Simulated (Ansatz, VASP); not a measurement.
## One calculation of Si16C, two programs

```
Si C
1.0
     0.00000    5.43000    5.43000
     5.43000    0.00000    5.43000
     5.43000    5.43000    0.00000
Si C
16 1
Direct
  0.97028 0.02295 0.98462
  0.10499 0.13828 0.10830
  0.98985 0.01743 0.48122
  0.11252 0.13860 0.61098
  0.03961 0.50162 0.95808
  0.10497 0.64926 0.10835
  0.98972 0.51222 0.48125
  0.12253 0.64486 0.58834
  0.47154 0.99851 0.98385
  0.59531 0.15168 0.10235
  0.48662 0.01911 0.47592
  0.61630 0.12345 0.61505
  0.47150 0.54685 0.98419
  0.69924 0.55810 0.18485
  0.48800 0.48852 0.53586
  0.61613 0.64599 0.61534
  0.49932 0.71913 0.06344
```

Alike in both runs: functional PBE; dispersion D3(BJ); k mesh 2 × 2 × 2; occupations gaussian, width 0.05 eV; collinear spin.

Ansatz relaxed the structure, and its values are those at the end. VASP's run is a single point on that final structure, the one shown.

|  | VASP | Ansatz |
| --- | --- | --- |
| version | VASP 6.6.1 | Ansatz 0.2.0 |
| potentials or method | VASP PAW PBE potentials, release 64 (Si, C), cutoff 520 eV | scalar-relativistic, plane waves, PAW |
| valence electrons in the cell | 68 | 68 |

```csv
,VASP,Ansatz,Ansatz less VASP
rms of the force components (eV/Å),0.008,0.008,-0.0006
net moment per atom (μB),0.00,0.00,0.000
```

Ansatz's warnings: dispersion switch in reach, filled band counts differ across k points, seeded moment not kept.

The k mesh is coarse, so the values compare programs but aren't converged.
